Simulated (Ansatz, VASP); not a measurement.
# MoW14 in VASP and in Ansatz

```
CELL_PARAMETERS angstrom
6.32000 0.00000 0.00000
0.00000 6.32000 0.00000
0.00000 0.00000 6.32000
ATOMIC_POSITIONS crystal
W 0.50016 0.99991 0.99942
W 0.00054 0.49960 0.99943
W 0.00054 0.99991 0.49923
W 0.50004 0.49941 0.99917
W 0.49998 0.99977 0.49893
W 0.75268 0.24714 0.24664
W 0.00029 0.49940 0.49891
W 0.24770 0.75217 0.24663
W 0.24773 0.24718 0.75154
W 0.49984 0.49930 0.49878
W 0.75283 0.75229 0.24670
W 0.75284 0.24717 0.75181
W 0.24768 0.75232 0.75182
W 0.75273 0.75217 0.75173
Mo 0.24787 0.24738 0.24683
```

Alike in both runs: functional PBE; k mesh 3 × 3 × 3; occupations gaussian, width 0.05 eV; no spin polarisation.

Ansatz relaxed the structure, and its values are those at the end. VASP's run is a single point on that final structure, the one shown.

|  | VASP | Ansatz |
| --- | --- | --- |
| version | VASP 6.6.1 | Ansatz 0.2.0 |
| potentials or method | VASP PAW PBE potentials, release 64 (W_sv, Mo_sv), cutoff 520 eV | scalar-relativistic, plane waves, PAW |
| valence electrons in the cell | 210 | 210 |

|  | VASP | Ansatz | Ansatz less VASP |
| --- | --- | --- | --- |
| rms of the force components (eV/Å) | 0.011 | 0.011 | -0.0007 |

Neither program's run includes spin-orbit coupling.
